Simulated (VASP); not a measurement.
Here is a VASP 6.6.1 calculation.

The input POSCAR:

```
Ta
1.0
    2.8743583631      0.0000000000      0.0000000000
   -1.4371791865      2.4892673689      0.0000000000
    0.0000000000      0.0000000000      5.1199372080
Ta
2
Direct
    0.6666666667      0.3333333333      0.7500000000
    0.3333333333      0.6666666667      0.2500000000
```

Contents of INCAR.step1:

```
ALGO = Normal
EDIFF = 1E-4
ENCUT = 520
GGA = PE
ISMEAR = 1
LASPH = T
LCHARG = F
LREAL = F
LWAVE = T
NBANDS = 18
NELM = 100
PREC = Accurate
SIGMA = 0.1
```

Contents of INCAR.step2:

```
ALGO = Normal
EDIFF = 1E-6
ENCUT = 520
ISIF = 2
ISMEAR = 1
ISTART = 1
LASPH = T
LCHARG = F
LMIXTAU = T
LREAL = F
LWAVE = F
METAGGA = R2SCAN
NBANDS = 18
NELM = 100
PREC = Accurate
SIGMA = 0.1
```

File KPOINTS:

```
k-points
0
Gamma
  11 11 6
```

Potentials or basis: VASP PAW PBE potentials, release 64 (Ta_pv).

Run with:

```bash
$ cat potpaw_PBE.64/Ta_pv/POTCAR > POTCAR
$ cp INCAR.step1 INCAR
$ mpirun -np 1 vasp_std > vasp.out
$ cp INCAR.step2 INCAR
$ mpirun -np 1 vasp_std > vasp.out
```

Problem. Estimate the pressure.

Solution. 2.2 GPa.

Problem. What does it give for the band gap on the k mesh?

Solution. Zero (bands 11 and 12 overlap by 2.21 eV).

Stress tensor (GPa, compression positive):
```
2.11 0.00 0.00
0.00 2.11 0.00
0.00 0.00 2.26
```

Caveat: the PAW data sets were made with another functional, which shifts forces and pressure a little; spin-orbit coupling is left out, which moves the levels of the heavy elements.
